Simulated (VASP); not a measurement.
# BaAl2B4 (P6/mmm) in VASP: single point with PBE

Aim: the single point of BaAl2B4 with PBE.

Everything below comes from runs of VASP 6.6.1. Logs are shortened: lines on timing, memory, paths and dates and some standing lists are left out, and cuts for length are marked.

## (1) The cell of the first run

It takes space group P6/mmm (No. 191, hexagonal). The conventional cell has a = 3.181 Å, b = 3.181 Å, c = 10.303 Å, α = 90.00°, β = 90.00°, γ = 120.00°. Ba (site symmetry 6/mmm) has 12 B at 3.09 Å and 6 Ba at 3.18 Å and 2 Al at 3.86 Å within 4.1 Å. Within 3.0 Å of Al (site symmetry 6mm) lie 6 B at 2.30 Å and 1 Al at 2.57 Å. Within 2.4 Å of B (site symmetry 3m) lie 3 B at 1.84 Å and 3 Al at 2.30 Å.

## (2) Single point, PBE

Contents of INCAR:

```
PREC = Accurate
ENCUT = 500
EDIFF = 1E-6
ISMEAR = -4
SIGMA = 0.1
LREAL = False
LASPH = True
NELM = 120
ALGO = Normal
ISIF = 2
LWAVE = False
LCHARG = False
GGA = PE
NBANDS = 23
GGA_COMPAT = False
```

Contents of KPOINTS:

```
regular mesh
0
Gamma
  15 15 4
```

Contents of POSCAR:

```
BaAl2B4
1.0
    3.1811114616      0.0000000000      0.0000000000
   -1.5905557308      2.7549233380      0.0000000000
    0.0000000000      0.0000000000     10.3028821218
Ba Al B
1 2 4
Direct
    0.0000000000      0.0000000000      0.0000000000
    0.0000000000      0.0000000000      0.6248637370
    0.0000000000      0.0000000000      0.3751362630
    0.3333333333      0.6666666667      0.7589203758
    0.6666666667      0.3333333333      0.7589203758
    0.6666666667      0.3333333333      0.2410796242
    0.3333333333      0.6666666667      0.2410796242
```

Potentials or basis: VASP PAW PBE potentials, release 64 (Ba_sv, Al, B).

The run is started by

```sh
cat potpaw_PBE.64/Ba_sv/POTCAR potpaw_PBE.64/Al/POTCAR potpaw_PBE.64/B/POTCAR > POTCAR
mpirun -np 1 vasp_std > vasp.out
```

OUTCAR:

```text
PREC = Accurate
   ENCUT = 500
   EDIFF = 1E-6
   ISMEAR = -4
   LREAL = False
   LASPH = True
   NELM = 120
   ISIF = 2
   GGA = PE

 ion  position               nearest neighbor table
   1  0.000  0.000  0.000-   4 3.09   5 3.09   6 3.09   7 3.09   4 3.09   7 3.09   5 3.09   6 3.09
                             5 3.09   6 3.09   4 3.09   7 3.09   2 3.86   3 3.86
   2  0.000  0.000  0.625-   4 2.30   5 2.30   4 2.30   5 2.30   5 2.30   4 2.30   3 2.57   1 3.86

   3  0.000  0.000  0.375-   6 2.30   7 2.30   7 2.30   6 2.30   6 2.30   7 2.30   2 2.57   1 3.86

   4  0.333  0.667  0.759-   5 1.84   5 1.84   5 1.84   2 2.30   2 2.30   2 2.30   1 3.09   1 3.09
                             1 3.09
   5  0.667  0.333  0.759-   4 1.84   4 1.84   4 1.84   2 2.30   2 2.30   2 2.30   1 3.09   1 3.09
                             1 3.09
   6  0.667  0.333  0.241-   7 1.84   7 1.84   7 1.84   3 2.30   3 2.30   3 2.30   1 3.09   1 3.09
                             1 3.09
   7  0.333  0.667  0.241-   6 1.84   6 1.84   6 1.84   3 2.30   3 2.30   3 2.30   1 3.09   1 3.09
                             1 3.09

  LATTYP: Found a hexagonal cell.
 ALAT       =     3.1811114616
 C/A-ratio  =     3.2387680363

  Lattice vectors:

 A1 = (   3.1811114616,   0.0000000000,   0.0000000000)
 A2 = (  -1.5905557308,   2.7549233380,   0.0000000000)
 A3 = (   0.0000000000,   0.0000000000,  10.3028821218)

Analysis of symmetry for initial positions (statically):
=====================================================================
 Subroutine PRICEL returns:
 Original cell was already a primitive cell.

 Routine SETGRP: Setting up the symmetry group for a
 hexagonal supercell.

 Subroutine GETGRP returns: Found 24 space group operations
 (whereof 24 operations were pure point group operations)
 out of a pool of 24 trial point group operations.

The static configuration has the point symmetry D_6h.

Analysis of symmetry for dynamics (positions and initial velocities):
=====================================================================
 Subroutine PRICEL returns:
 Original cell was already a primitive cell.

 Routine SETGRP: Setting up the symmetry group for a
 hexagonal supercell.

 Subroutine GETGRP returns: Found 24 space group operations
 (whereof 24 operations were pure point group operations)
 out of a pool of 24 trial point group operations.

The dynamic configuration has the point symmetry D_6h.

 Subroutine INISYM returns: Found 24 space group operations
 (whereof 24 operations are pure point group operations),
 and found     1 'primitive' translations

[... 105 lines left out ...]
   NELM   =    120;   NELMIN=  2; NELMDL= -5     # of ELM steps
   EDIFF  = 0.1E-05   stopping-criterion for ELM
   LREAL  =      F    real-space projection
[... 7 lines left out ...]
   TEBEG  =    0.0;   TEEND  =   0.0 temperature during run
   PSTRESS=    0.0 pullay stress
   NELECT =      28.0000    total number of electrons
   NUPDOWN=      -1.0000    fix difference up-down
   EMIN   =  10.00;   EMAX   =-10.00  energy-range for DOS
   EFERMI =   0.00;   METHOD = LEGACY
   ISMEAR =    -4;   SIGMA  =   0.10  broadening in eV -4-tet -1-fermi 0-gaus
   EFERMI_NEDOS =   21; number of points for ismear=-14 and -15
   IALGO  =     38    algorithm
   IMIX   =      4    mixing-type and parameters
     AMIX     =   0.40;   BMIX     =  1.00
     AMIX_MAG =   1.60;   BMIX_MAG =  1.00
  volume/ion in A,a.u.               =      12.90        87.05
  Fermi-wavevector in a.u.,A,eV,Ry     =   1.108099  2.094003 16.706360  1.227883
  Thomas-Fermi vector in A             =   2.244622
   LORBIT       =      0    0 simple, 1 ext, 2 COOP (PROOUT), +10 PAW based schemes
   GGA     = PE    functional components
   LHFCALC =     F    Hartree Fock is set to
   AEXX    =    0.0000 exact exchange contribution
   IVDW    =     0    specifies the selected vdW correction
   LEPSILON=     F    determine dielectric tensor
   LRPA    =     F    only Hartree local field effects (RPA)
 non-spin polarized calculation
 Fermi weights with tetrahedron method witout Bloechl corrections
  energy-cutoff  :      500.00
  volume of cell :       90.29
 maximum number of plane-waves:      2316
 NGX is ok and might be reduce to    24
   NGX = 11   NGY = 11   NGZ = 37

 number of electron      27.9999999 magnetization

 Free energy of the ion-electron system (eV)
  ---------------------------------------------------
  ext. energy  EPLUGINS =         0.00000000
  ---------------------------------------------------
  free energy    TOTEN  =       -35.61145742 eV

  energy without entropy =      -35.61145742  energy(sigma->0) =      -35.61145742

 E-fermi :   6.8052     XC(G=0): -10.7702

 val. band max:        6.8407146542   @ k =   0.4667   0.0667   0.5000
 cond. band min:       6.7706117948   @ k =   0.3333   0.1333   0.5000
 fundamental gap:     -0.0701028593
 Fermi energy:         6.8051907701

 k-point     1 :       0.0000    0.0000    0.0000
  band No.  band energies     occupation
      1     -22.0142      2.00000
      2      -8.1166      2.00000
      3      -6.5528      2.00000
      4      -5.4758      2.00000
      5      -4.4326      2.00000
      6      -4.4326      2.00000
[... 613 lines left out ...]
     22      12.5028      0.00000
     23      13.0394      0.00000

 [... further k-points ...]

------------------------ aborting loop because EDIFF is reached ----------------------------------------

  FORCE on cell =-STRESS in cart. coord.  units (eV):
  Direction    XX          YY          ZZ          XY          YZ          ZX
  --------------------------------------------------------------------------------------
  -------------------------------------------------------------------------------------
  Total        0.8862348      0.8862348      0.6763268      0.0000000      0.0000000      0.0000000
  in kB       15.7257824     15.7257824     12.0010722      0.0000000      0.0000000      0.0000000
  external PRESSURE =      14.4842123 kB  Pullay stress =       0.0000000 kB

 VOLUME and BASIS-vectors are now :
 -----------------------------------------------------------------------------
  energy-cutoff  :      500.00
  volume of cell :       90.29
      direct lattice vectors                 reciprocal lattice vectors
     3.181111462  0.000000000  0.000000000     0.314355536  0.181493254  0.000000000
    -1.590555731  2.754923338  0.000000000     0.000000000  0.362986507  0.000000000
     0.000000000  0.000000000 10.302882122     0.000000000  0.000000000  0.097060219

 POSITION                                       TOTAL-FORCE (eV/Angst)
 -----------------------------------------------------------------------------------
      0.00000      0.00000      0.00000         0.000000      0.000000     -0.000000
      0.00000      0.00000      6.43790         0.000000     -0.000000      0.008305
      0.00000      0.00000      3.86498        -0.000000     -0.000000     -0.008305
     -0.00000      1.83662      7.81907        -0.000000     -0.000000     -0.079682
      1.59056      0.91831      7.81907         0.000000      0.000000     -0.079682
      1.59056      0.91831      2.48381         0.000000      0.000000      0.079682
     -0.00000      1.83662      2.48381        -0.000000     -0.000000      0.079682
 -----------------------------------------------------------------------------------
    total drift:                                0.000000     -0.000000     -0.000000

  FREE ENERGIE OF THE ION-ELECTRON SYSTEM (eV)
  ---------------------------------------------------
  free  energy   TOTEN  =       -35.6114574186 eV

  energy  without entropy=      -35.6114574186  energy(sigma->0) =      -35.61145742
```

Run time: 1.7 min. Hardware: 1 thread of Intel Xeon Platinum 8259CL at 2.50GHz (Skylake/Cascade Lake), shared host; peak memory 0.3 GiB.

What came out:

```
Free energy            : -35.6115 eV
Pressure               : 1.4 GPa
Largest force          : 0.080 eV/Å
Band gap on the k mesh : zero (band 14 reaches 7.89 eV, above the bottom of band 15 at 4.82 eV)
```

Forces on the atoms (eV/Å):
```
Ba   0.000  0.000  0.000
Al   0.000  0.000  0.008
Al   0.000  0.000 -0.008
B    0.000  0.000 -0.080
B    0.000  0.000 -0.080
B    0.000  0.000  0.080
B    0.000  0.000  0.080
```

Levels at points of the mesh, in eV from the Fermi level:
```tsv
k point	band 10	band 11	band 12	band 13	band 14	band 15	band 16	band 17	band 18	band 19
(0.00, 0.00, 0.00)	-1.09	-1.09	-1.01	-1.01	0.30	2.70	3.31	3.31	3.46	3.46
(0.00, 0.00, 0.50)	-1.08	-1.08	-1.02	-1.02	0.10	2.32	3.31	3.31	3.38	3.38
```

Caveat: spin-orbit coupling is left out, which moves the levels of the heavy elements.
